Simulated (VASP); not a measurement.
Here is a VASP 6.6.1 calculation.

File INCAR:

```
PREC     = Accurate       # precision mode
ENCUT    = 520            # plane-wave cutoff, eV
EDIFF    = 1E-8           # SCF threshold, eV
ISMEAR   = -1             # smearing method
SIGMA    = 0.03           # smearing width, eV
LREAL    = False          # projectors in reciprocal space
LASPH    = True           # aspherical terms in the spheres
NELM     = 60             # most SCF steps
ALGO     = Normal         # electronic algorithm
ISIF     = 2              # what is computed and relaxed
LWAVE    = False          # write WAVECAR
LCHARG   = False          # write CHGCAR
LEFG     = True         
NBANDS   = 15             # bands
```

The input KPOINTS:

```
Automatic mesh
0
Gamma
  7 7 7
```

Contents of POSCAR:

```
KCl
1.0
    0.0000000000      3.0929780000      3.1561000000
    3.0929780000      0.0000000000      3.1561000000
    3.0929780000      3.0929780000      0.0000000000
K Cl
1 1
Direct
    0.0000000000      0.0000000000      0.0000000000
    0.5000000000      0.5000000000      0.5000000000
```

Potentials or basis: VASP PAW LDA potentials, release 64 (K_sv, Cl).

Launch:

```bash
$ cat potpaw_LDA.64/K_sv/POTCAR potpaw_LDA.64/Cl/POTCAR > POTCAR
$ mpirun -np 1 vasp_std > vasp.out
```

**Question.** Estimate the pressure.

**Answer.** -1.4 GPa.

**Question.** Predict the band gap on the k mesh.

**Answer.** 4.84 eV, direct.

Stress tensor (GPa, compression positive):
```
-1.18  0.00  0.00
 0.00 -1.18  0.00
 0.00  0.00 -1.87
```

Caveat: the cell differs from its parent crystal (equal xx and yy strain of -2 %); without QUAD_EFG the Cq values of the log hold for a quadrupole moment of 1 mb, not for the nuclei.
